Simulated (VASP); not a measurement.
Input of a VASP 6.6.1 run:

POSCAR

```
InP
1.0
    0.0000000000      2.9879753761      2.9879753761
    2.9879753761      0.0000000000      2.9879753761
    2.9879753761      2.9879753761      0.0000000000
In P
1 1
Direct
    0.0000000000      0.0000000000      0.0000000000
    0.7500000000      0.7500000000      0.7500000000
```

File INCAR.step1:

```
SYSTEM = InP
PREC = Accurate
ENCUT = 520
ISMEAR = -1
SIGMA = 0.05
LREAL = .False.
LASPH = .True.
NELM = 60
NBANDS = 16
GGA = PE
ALGO = Normal
EDIFF = 1E-4
LWAVE = .True.
LCHARG = .False.
```

Contents of INCAR.step2:

```
SYSTEM = InP
PREC = Accurate
ENCUT = 520
EDIFF = 1E-7
ISMEAR = -1
SIGMA = 0.05
LREAL = .False.
LASPH = .True.
NELM = 60
ALGO = Normal
ISIF = 2
LWAVE = .False.
LCHARG = .False.
METAGGA = R2SCAN
LMIXTAU = .True.
NBANDS = 16
ISTART = 1
```

The input KPOINTS:

```
regular mesh
0
Gamma
  8 8 8
  0 0 0
```

Potentials or basis: VASP PAW PBE potentials, release 64 (In_d, P).

Command:

```sh
$ cat potpaw_PBE.64/In_d/POTCAR potpaw_PBE.64/P/POTCAR > POTCAR
$ cp INCAR.step1 INCAR
$ mpirun -np 1 vasp_std > vasp.out
$ cp INCAR.step2 INCAR
$ mpirun -np 1 vasp_std > vasp.out
```

Q: Estimate the pressure.

A: -2.3 GPa.

Q: Predict the band gap on the k mesh.

A: 0.83 eV.

Caveat: the PAW data sets were made with another functional, which shifts forces and pressure a little; spin-orbit coupling is left out, which moves the levels of the heavy elements. r2SCAN opens gaps a little over a GGA but as a rule still falls short of measured ones.
